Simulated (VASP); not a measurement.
Set up this calculation in VASP 6.6.1, as the native input.

```yaml
Task: single point
Functional: PBE
Potentials_or_basis: VASP PAW PBE potentials, release 64 (Mg, Se)
Cutoff: 520 eV
k_mesh: 6 × 6 × 2
Occupations: gaussian, width 0.1 eV
Spin: no spin polarisation
Dipole_correction: no
Further_INCAR_settings: ALGO = Normal; EDIFF = 1e-06; NBANDS = 15
```

The structure of Mg4Se lies in POSCAR:

```
Mg4Se
1.0
    3.6680443917      0.0000000034      0.0000000000
   -1.8340221988      3.1766196238      0.0000000000
    0.0000000000      0.0000000000     10.4119173327
Mg Se
4 1
Direct
    0.3333333333      0.6666666667      0.8415406080
    0.3333333333      0.6666666667      0.3884793800
    0.6666666667      0.3333333333      0.1584593920
    0.6666666667      0.3333333333      0.6115206200
    0.0000000000      0.0000000000      0.0000000000
```

These files were run (other wordings do the same):

INCAR

```
PREC = Accurate
ENCUT = 520
EDIFF = 1E-6
ISMEAR = 0
SIGMA = 0.1
LREAL = F
LASPH = T
NELM = 100
ALGO = Normal
ISIF = 2
LWAVE = F
LCHARG = F
GGA = PE
NBANDS = 15
```

KPOINTS

```
Automatic mesh
0
Gamma
  6 6 2
```

Potentials or basis: VASP PAW PBE potentials, release 64 (Mg, Se).

Launch:

```bash
$ cat potpaw_PBE.64/Mg/POTCAR potpaw_PBE.64/Se/POTCAR > POTCAR
$ mpirun -np 1 vasp_std > vasp.out
```

Results of the run:

```json
{"Pressure": "0.0 GPa", "Largest force": "0.008 eV/Å", "Band gap on the k mesh": "zero (band 7 reaches 2.75 eV, above the bottom of band 8 at 2.10 eV)"}
```

Wall time 14 s on 1 thread of Intel(R) Xeon(R) 6975P-C (Granite Rapids) (shared host), peak memory 0.24 GiB.
